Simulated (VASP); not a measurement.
A run of VASP 6.6.1 is set up as follows.

Contents of INCAR:

```
SYSTEM = LiAl16O24
PREC = Accurate ; ENCUT = 520
EDIFF = 1E-6 ; ISMEAR = -1
SIGMA = 0.01 ; LREAL = Auto
LASPH = .True. ; NELM = 100
ALGO = Normal ; ISIF = 2
LWAVE = .False. ; LCHARG = .False.
GGA = PE ; NELECT = 194.0
NBANDS = 124
```

Contents of KPOINTS:

```
Automatic mesh
0
Gamma
  1 1 1
  0.25 0.25 0.25
```

The input POSCAR:

```
LiAl16O24
1.0
    2.4039417600      1.3879164200      4.3742070900
   -4.8078835200      2.7758328500      8.7484141900
    0.0000000000     -5.5516656900      8.7484141900
Al O Li
16 24 1
Direct
    0.6656531696      0.3331993060      0.3322526330
    0.8550847931      0.4311668604      0.4333201050
    0.1423020977      0.0688450446      0.0670492020
    0.3318021734      0.1668224900      0.1680711852
    0.6452127513      0.3237318189      0.8247414461
    0.8502943594      0.4289417808      0.9235026883
    0.1470863739      0.0710460383      0.5768680427
    0.3522207090      0.1762561567      0.6756068799
    0.6461330678      0.8233571482      0.3244106570
    0.8536405894      0.9232474627      0.4276365975
    0.1437976445      0.5767565190      0.0727181402
    0.3512941960      0.6766455082      0.1759558062
    0.6460533172      0.8234784666      0.8229295208
    0.8519464326      0.9248476150      0.9250086587
    0.1454426875      0.5751488651      0.5753657706
    0.3513237284      0.6765234159      0.6774406283
    0.4342243548      0.0347202795      0.3704296907
    0.9248963115      0.1292786866      0.2799190170
    0.0725427071      0.3707289155      0.2204146980
    0.7353100890      0.2188679541      0.0332303517
    0.2620897771      0.2811452387      0.4671296939
    0.5632069255      0.4652828294      0.1299241601
    0.4443568279      0.0261807372      0.8724670682
    0.9434635526      0.1251799114      0.7780459610
    0.0539532584      0.3748018194      0.7223145340
    0.7522961337      0.2250626678      0.5308099709
    0.2451241407      0.2749463777      0.9695290220
    0.5530401666      0.4738374675      0.6278933802
    0.4506115875      0.5316497378      0.3747293415
    0.9483720054      0.6246208036      0.2781350878
    0.0490498720      0.8753772878      0.2222437775
    0.7481159473      0.7211036109      0.0281721752
    0.2492830076      0.7789054823      0.4722017770
    0.5468305969      0.9683597550      0.1256309407
    0.4429968324      0.5267131731      0.8771796751
    0.9426293820      0.6253650121      0.7778325969
    0.0547449106      0.8746302940      0.7225308738
    0.7481974552      0.7238101948      0.5273515757
    0.2491900879      0.7761971443      0.9730275286
    0.5543972366      0.9733013808      0.6231726056
    0.4986131412      0.2499783839      0.2502604900
```

Potentials or basis: VASP PAW PBE potentials, release 64 (Al, O, Li_sv).

Command:

```console
$ cat potpaw_PBE.64/Al/POTCAR potpaw_PBE.64/O/POTCAR potpaw_PBE.64/Li_sv/POTCAR > POTCAR
$ mpirun -np 1 vasp_std > vasp.out
```

(1) Estimate the largest force.

Results:

(1) 0.015 eV/Å.

Caveat: the k points lie up to 1.58 Å⁻¹ apart; the cell carries a net charge on a neutralising background, which shifts energy and pressure.
